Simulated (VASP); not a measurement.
# Pb (Fm-3m) in VASP: further runs, part 2 of 2

VASP 6.6.1. Earlier steps stand in the parts before.

## Step 3: Single point, r2SCAN0

This run uses another cell than the first one, of 32.14 Å³/atom, 1.019 times its volume.

POSCAR

```
Pb
1.0
    0.0000000000      2.5235621278      2.5235621278
    2.5235621278      0.0000000000      2.5235621278
    2.5235621278      2.5235621278      0.0000000000
Pb
1
Direct
    0.0000000000      0.0000000000      0.0000000000
```

INCAR.step1

```
SYSTEM = Pb
  ALGO = Normal
  EDIFF = 1E-5
  ENCUT = 520
  GGA = PE
  ISIF = 2
  ISMEAR = -1
  LASPH = .TRUE.
  LCHARG = .FALSE.
  LREAL = .FALSE.
  LWAVE = .TRUE.
  NBANDS = 13
  NELM = 100
  PREC = Accurate
  SIGMA = 0.05
```

INCAR.step2

```
SYSTEM = Pb
  AEXX = 0.25
  ALGO = Normal
  EDIFF = 1E-6
  ENCUT = 520
  ISIF = 2
  ISMEAR = -1
  ISTART = 1
  LASPH = .TRUE.
  LCHARG = .FALSE.
  LHFCALC = .TRUE.
  LMIXTAU = .TRUE.
  LREAL = .FALSE.
  LWAVE = .FALSE.
  METAGGA = R2SCAN
  NBANDS = 13
  NELM = 100
  PREC = Accurate
  PRECFOCK = Normal
  SIGMA = 0.05
```

KPOINTS

```
k-points
0
G
  5 5 5
  0 0 0
```

Potentials or basis: VASP PAW PBE potentials, release 64 (Pb_d).

Launch:

```bash
> cat potpaw_PBE.64/Pb_d/POTCAR > POTCAR
> cp INCAR.step1 INCAR
> mpirun -np 1 vasp_std > vasp.out
> cp INCAR.step2 INCAR
> mpirun -np 1 vasp_std > vasp.out
```

Wall time 6.1 min (1 thread of AMD EPYC 7R13 (Zen 3), shared host); peak memory 0.14 GiB.

The run converged. Its results:

| Item | Value |
| --- | --- |
| Free energy | -44.4177 eV |
| Pressure | -2.8 GPa |
| Band gap on the k mesh | zero (band 7 reaches 14.84 eV, above the bottom of band 8 at 5.63 eV) |

Levels at points of the mesh, in eV from the Fermi level:
| k point | band 4 | band 5 | band 6 | band 7 | band 8 | band 9 | band 10 | band 11 |
| --- | --- | --- | --- | --- | --- | --- | --- | --- |
| (0.00, 0.00, 0.00) | -19.30 | -19.30 | -13.10 | 8.72 | 8.72 | 8.72 | 11.69 | 12.85 |

Caveat: the k points lie up to 0.43 Å⁻¹ apart; the PAW data sets were made with another functional, which shifts forces and pressure a little; spin-orbit coupling is left out, which moves the levels of the heavy elements.

## Step 4: Single point, r2SCAN+D3(BJ)

This run uses another cell than the first one, of 32.14 Å³/atom, 1.019 times its volume.

POSCAR is that of step 3.

INCAR.step1

```
PREC     = Accurate       # precision mode
ENCUT    = 520            # plane-wave cutoff, eV
ISMEAR   = -1             # smearing method
SIGMA    = 0.05           # smearing width, eV
LREAL    = F              # projectors in reciprocal space
LASPH    = T              # aspherical terms in the spheres
NELM     = 60             # most SCF steps
NBANDS   = 13             # bands
GGA      = PE             # functional
ALGO     = Normal         # electronic algorithm
EDIFF    = 1E-4           # SCF threshold, eV
LWAVE    = T              # write WAVECAR
LCHARG   = F              # write CHGCAR
```

INCAR.step2

```
PREC     = Accurate       # precision mode
ENCUT    = 520            # plane-wave cutoff, eV
EDIFF    = 1E-7           # SCF threshold, eV
ISMEAR   = -1             # smearing method
SIGMA    = 0.05           # smearing width, eV
LREAL    = F              # projectors in reciprocal space
LASPH    = T              # aspherical terms in the spheres
NELM     = 60             # most SCF steps
ALGO     = Normal         # electronic algorithm
ISIF     = 2              # what is computed and relaxed
LWAVE    = F              # write WAVECAR
LCHARG   = F              # write CHGCAR
METAGGA  = R2SCAN         # meta-GGA
LMIXTAU  = T            
IVDW     = 12             # dispersion correction
VDW_S6   = 1.0          
VDW_S8   = 0.78981345   
VDW_A1   = 0.49484001   
VDW_A2   = 5.73083694   
NBANDS   = 13             # bands
ISTART   = 1
```

KPOINTS

```
Automatic mesh
0
Gamma
  9 9 9
```

Potentials or basis: VASP PAW PBE potentials, release 64 (Pb_d).

Launch:

```bash
> cat potpaw_PBE.64/Pb_d/POTCAR > POTCAR
> cp INCAR.step1 INCAR
> mpirun -np 1 vasp_std > vasp.out
> cp INCAR.step2 INCAR
> mpirun -np 1 vasp_std > vasp.out
```

OUTCAR:

```text
PREC = Accurate
   ENCUT = 520
   EDIFF = 1E-7
   ISMEAR = -1
   LREAL = F
   LASPH = T
   NELM = 60
   ISIF = 2
   METAGGA = R2SCAN
   IVDW = 12
   ISTART = 1
 IVDW          = 12

 ion  position               nearest neighbor table
   1  0.000  0.000  0.000-

  LATTYP: Found a face centered cubic cell.
 ALAT       =     5.0471242556

  Lattice vectors:

 A1 = (   0.0000000000,   2.5235621278,   2.5235621278)
[... 562 lines left out ...]
     12      25.5350      0.00000
     13      26.9771      0.00000

 [... further k-points ...]

------------------------ aborting loop because EDIFF is reached ----------------------------------------

 Edisp (eV)   -0.18354

 E8    (eV) :    -0.0760

  FORCE on cell =-STRESS in cart. coord.  units (eV):
  Direction    XX          YY          ZZ          XY          YZ          ZX
  --------------------------------------------------------------------------------------
  -------------------------------------------------------------------------------------
  Total      -0.47992    -0.47992    -0.47992    -0.00000     0.00000     0.00000
  in kB     -23.92243   -23.92243   -23.92243    -0.00000     0.00000     0.00000
  external pressure =      -23.92 kB  Pullay stress =        0.00 kB

 VOLUME and BASIS-vectors are now :
 -----------------------------------------------------------------------------
  energy-cutoff  :      520.00
  volume of cell :       32.14
      direct lattice vectors                 reciprocal lattice vectors
     0.000000000  2.523562128  2.523562128    -0.198132629  0.198132629  0.198132629
     2.523562128  0.000000000  2.523562128     0.198132629 -0.198132629  0.198132629
     2.523562128  2.523562128  0.000000000     0.198132629  0.198132629 -0.198132629

 POSITION                                       TOTAL-FORCE (eV/Angst)
 -----------------------------------------------------------------------------------
      0.00000      0.00000      0.00000         0.000000      0.000000      0.000000
 -----------------------------------------------------------------------------------
    total drift:                               -0.000000     -0.000000     -0.000000

  FREE ENERGIE OF THE ION-ELECTRON SYSTEM (eV)
  ---------------------------------------------------
  free  energy   TOTEN  =       -56.4765314240 eV

  energy  without entropy=      -56.4730795082  energy(sigma->0) =      -56.47480547
```

Run time: 61 s. Hardware: 1 thread of Intel Xeon Platinum 8559C (Emerald Rapids), shared host; peak memory 0.18 GiB.

Results:

| Property | Result |
| --- | --- |
| Free energy | -56.4765 eV |
| Pressure | -2.4 GPa |
| Band gap on the k mesh | zero (band 7 reaches 13.84 eV, above the bottom of band 8 at 5.07 eV) |
| Dispersion energy per atom | -0.184 eV |

Levels at points of the mesh, in eV from the Fermi level:
```tsv
k point	band 5	band 6	band 7	band 8	band 9	band 10
(0.00, 0.00, 0.00)	-17.42	-11.76	7.40	7.40	7.40	10.52
```

Caveat: the PAW data sets were made with another functional, which shifts forces and pressure a little; spin-orbit coupling is left out, which moves the levels of the heavy elements; pairwise dispersion overbinds metals, which lowers pressure and volume.

## Step 5: The runs side by side

| level | cell | k mesh | grid for exact exchange (PRECFOCK) | gap on the mesh (eV) | pressure (GPa) |
| --- | --- | --- | --- | --- | --- |
| r2SCAN0 | a = 3.546 Å, angles 60.0°, 1 atom | 5 × 5 × 5 | Normal | none | -2.1 |
| r2SCAN0 | a = 3.569 Å, angles 60.0°, 1 atom | 5 × 5 × 5 | Normal | none | -2.8 |
| r2SCAN+D3(BJ) | a = 3.569 Å, angles 60.0°, 1 atom | 9 × 9 × 9 | - | none | -2.4 |

Alike in all rows: task single point; potentials or basis VASP PAW PBE potentials, release 64 (Pb_d); no spin polarisation; cutoff (eV) 520; smearing fermi-dirac 0.05 eV.

Caveats: some runs use coarse meshes; the PAW data sets were made with another functional, which shifts forces and pressure a little; spin-orbit coupling is left out, which moves the levels of the heavy elements; pairwise dispersion overbinds metals, which lowers pressure and volume (some runs).

Absolute energies hang on the potentials; compare differences alone.
